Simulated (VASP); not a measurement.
Input of a VASP 6.6.1 run:

The input INCAR:

```
PREC = Accurate
ENCUT = 500
EDIFF = 1E-7
ISMEAR = -1
SIGMA = 0.05
LREAL = F
LASPH = T
NELM = 120
ALGO = Normal
ISIF = 3
LWAVE = F
LCHARG = F
GGA = RE
IVDW = 13
IBRION = 2
NSW = 80
EDIFFG = -0.005
GGA_COMPAT = F
NELMIN = 4
```

Contents of KPOINTS:

```
regular mesh
0
Gamma
  12 12 12
```

Contents of POSCAR:

```
Ir
1.0
    0.0000000000      1.9156000000      1.9156000000
    1.9156000000      0.0000000000      1.9156000000
    1.9156000000      1.9156000000      0.0000000000
Ir
1
Direct
    0.0000000000      0.0000000000      0.0000000000
```

Potentials or basis: VASP PAW PBE potentials, release 64 (Ir).

Launch:

```console
$ cat potpaw_PBE.64/Ir/POTCAR > POTCAR
$ mpirun -np 1 vasp_std > vasp.out
```

Estimate the relaxed cell.

a = 2.705 Å, b = 2.705 Å, c = 2.705 Å, α = 60.00°, β = 60.00°, γ = 60.00°.

What does it give for the dispersion energy per atom?

-1.498 eV.

Final structure:
```
CELL_PARAMETERS angstrom
0.00000 1.91296 1.91296
1.91296 0.00000 1.91296
1.91296 1.91296 0.00000
ATOMIC_POSITIONS crystal
Ir 0.00000 0.00000 0.00000
```
